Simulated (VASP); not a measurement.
A run of VASP 6.6.1 is set up as follows.

INCAR

```
ALGO = Normal ; EDIFF = 1E-6
ENCUT = 520 ; GGA = PE
ISIF = 2 ; ISMEAR = 0
LASPH = T ; LCHARG = T
LELF = T ; LREAL = F
LVHAR = T ; LWAVE = F
NBANDS = 13 ; NELM = 80
PREC = Accurate ; SIGMA = 0.15
```

KPOINTS

```
k-points
0
Gamma
  20 20 20
```

File POSCAR:

```
Ru
1.0
   -0.0333389707      1.7931603520      1.7931603520
    1.7931603520     -0.0333389707      1.7931603520
    1.7931603520      1.7931603520     -0.0333389707
Ru
1
Direct
    0.0000000000      0.0000000000      0.0000000000
```

Potentials or basis: VASP PAW PBE potentials, release 64 (Ru_pv).

Run with:

```sh
$ cat potpaw_PBE.64/Ru_pv/POTCAR > POTCAR
$ mpirun -np 1 vasp_std > vasp.out
```

**Question.** What does it give for the pressure?

**Answer.** 69.2 GPa.

**Question.** Predict the band gap on the k mesh.

**Answer.** Zero (band 7 reaches 18.20 eV, above the bottom of band 8 at 13.88 eV).

Stress tensor (GPa, compression positive):
```
69.22  7.34  7.34
 7.34 69.22  7.34
 7.34  7.34 69.22
```
